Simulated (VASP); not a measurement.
CdTe2Pb3:

```
CELL_PARAMETERS angstrom
6.19258 0.00000 0.00000
-3.09629 5.36293 0.00000
0.00000 0.00000 5.37518
ATOMIC_POSITIONS crystal
Cd 0.00000 0.00000 0.50000
Te 0.33333 0.66667 0.00000
Te 0.66667 0.33333 0.00000
Pb 0.40281 0.00000 0.50000
Pb 0.00000 0.40281 0.50000
Pb 0.59719 0.59719 0.50000
```

The cell was generated, and may not be a known phase.

```yaml
Program: VASP 6.6.1
Task: relaxation of cell and atoms
Functional: PBE
Potentials_or_basis: VASP PAW PBE potentials, release 64 (Cd, Te, Pb_d)
Cutoff: 600 eV
k_mesh: 3 × 3 × 3
Occupations: gaussian, width 0.2 eV
Spin: no spin polarisation
```

At the start: pressure 13.7 GPa; volume 29.75 Å³/atom.

How do energy, volume and symmetry change on relaxing?

Over 18 steps the energy falls by 615.3 meV/atom and the volume is 38.49 Å³/atom (+29.4 %); space group P-62m (No. 189, to 0.1 Å) before and after.

Step by step:
| step | energy change (eV) | largest force (eV/Å) | pressure (GPa) | volume (Å³) |
| --- | --- | --- | --- | --- |
| 1 | 0.0000 | 3.0640 | 13.74 | 178.51 |
| 2 | -2.6923 | 0.3241 | -2.81 | 251.84 |
| 3 | -2.7424 | 0.4986 | -1.52 | 236.60 |
| 4 | -2.7455 | 0.4532 | -1.84 | 239.85 |
| 5 | -3.3534 | 0.1097 | -0.94 | 231.61 |
| 6 | -3.5662 | 0.0725 | 0.11 | 225.78 |
| 7 | -3.3456 | 0.4591 | 3.60 | 212.75 |
| 8 | -3.6014 | 0.1748 | 0.89 | 222.29 |
| 9 | -3.6379 | 0.1723 | 0.09 | 229.04 |
| 10 | -3.6414 | 0.1696 | -0.20 | 231.90 |
| 11 | -3.6495 | 0.1763 | -0.08 | 231.24 |
| 12 | -3.6582 | 0.1888 | 0.19 | 229.84 |
| 13 | -3.6651 | 0.1704 | 0.08 | 230.47 |
| 14 | -3.6794 | 0.1093 | -0.22 | 232.38 |
| 15 | -3.6753 | 0.0384 | -0.78 | 236.20 |
| 16 | -3.6833 | 0.0549 | -0.45 | 233.89 |
| 17 | -3.6888 | 0.0273 | -0.31 | 232.44 |
| 18 | -3.6916 | 0.0017 | -0.15 | 230.94 |

Final structure:
```cif
data_structure
_symmetry_space_group_name_H-M 'P 1'
_symmetry_Int_Tables_number 1
_cell_length_a 7.5913
_cell_length_b 7.5913
_cell_length_c 4.6273
_cell_angle_alpha 90.000
_cell_angle_beta 90.000
_cell_angle_gamma 120.000
_cell_volume 230.94
loop_
_atom_site_label
_atom_site_type_symbol
_atom_site_fract_x
_atom_site_fract_y
_atom_site_fract_z
_atom_site_occupancy
Cd1 Cd 0.00000 0.00000 0.50000 1
Te1 Te 0.33333 0.66667 0.00000 1
Te2 Te 0.66667 0.33333 0.00000 1
Pb1 Pb 0.41153 0.00000 0.50000 1
Pb2 Pb 0.00000 0.41153 0.50000 1
Pb3 Pb 0.58847 0.58847 0.50000 1
```

Caveat: the k points lie up to 0.45 Å⁻¹ apart in the final cell, too coarse for converged energies and pressures of a metal; the volume moved by over 15 % at a fixed basis, so the end points are rough.
